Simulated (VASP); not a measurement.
Ir:

```xyz
1
Lattice="0.0000 1.9549 1.9549 1.9549 0.0000 1.9549 1.9549 1.9549 0.0000" Properties=species:S:1:pos:R:3 pbc="T T T"
Ir    0.0000    0.0000    0.0000
```

This cell differs from its parent crystal: volume 14.942 Å^3 an atom, c/a of the conventional cell 1.0000.

Base run:

```yaml
Program: VASP 6.6.1
Functional: LDA
Potentials_or_basis: VASP PAW LDA potentials, release 64 (Ir)
Cutoff: 520 eV
k_mesh: 22 × 22 × 22
Occupations: gaussian, width 0.15 eV
Spin: no spin polarisation
```

Its results: pressure -23.7 GPa.

Q: The run is repeated on the same cell with these changes: potentials or basis from VASP PAW LDA potentials, release 64 (Ir) to VASP PAW LDA potentials, release 64 (Ir_sv_GW); cutoff from 520 eV to 500 eV; further incar settings from ALGO = Normal; EDIFF = 1e-06; NBANDS = 10 to ALGO = Normal; EDIFF = 1e-06; NBANDS = 14; valence electrons from 9 to 17. What comes out?

A: Pressure -27.3 GPa.
